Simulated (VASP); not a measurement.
Write the native input for VASP 6.6.1 that does the following.

```yaml
Task: single point
Functional: LDA
Potentials_or_basis: VASP PAW LDA potentials, release 64 (Sr_sv, Tl_d)
Cutoff: 520 eV
k_mesh: 10 × 10 × 10
Occupations: fermi-dirac, width 0.15 eV
Spin: no spin polarisation
Dipole_correction: no
Further_INCAR_settings: ALGO = Normal; EDIFF = 1e-06; NBANDS = 18
```

The structure of SrTl lies in POSCAR:

```
SrTl
1.0
    3.9287918036      0.0000000000      0.0000000000
    0.0000000000      3.9287918036      0.0000000000
    0.0000000000      0.0000000000      3.9287918036
Sr Tl
1 1
Direct
    0.0000000000      0.0000000000      0.0000000000
    0.5000000000      0.5000000000      0.5000000000
```

The input as run:

INCAR

```
PREC = Accurate
ENCUT = 520
EDIFF = 1E-6
ISMEAR = -1
SIGMA = 0.15
LREAL = False
LASPH = True
NELM = 80
ALGO = Normal
ISIF = 2
LWAVE = False
LCHARG = False
NBANDS = 18
```

KPOINTS

```
regular mesh
0
Gamma
  10 10 10
```

Potentials or basis: VASP PAW LDA potentials, release 64 (Sr_sv, Tl_d).

Launch:

```console
$ cat potpaw_LDA.64/Sr_sv/POTCAR potpaw_LDA.64/Tl_d/POTCAR > POTCAR
$ mpirun -np 1 vasp_std > vasp.out
```

Results of the run:

```
Pressure               : 0.9 GPa
Band gap on the k mesh : zero (an odd number of electrons rules out a gap without spin polarisation)
```

Caveat: spin-orbit coupling is left out, which moves the levels of the heavy elements.

Wall time 59 s on 1 thread of Intel Xeon 8259CL, on a shared host, peak memory 0.19 GiB.
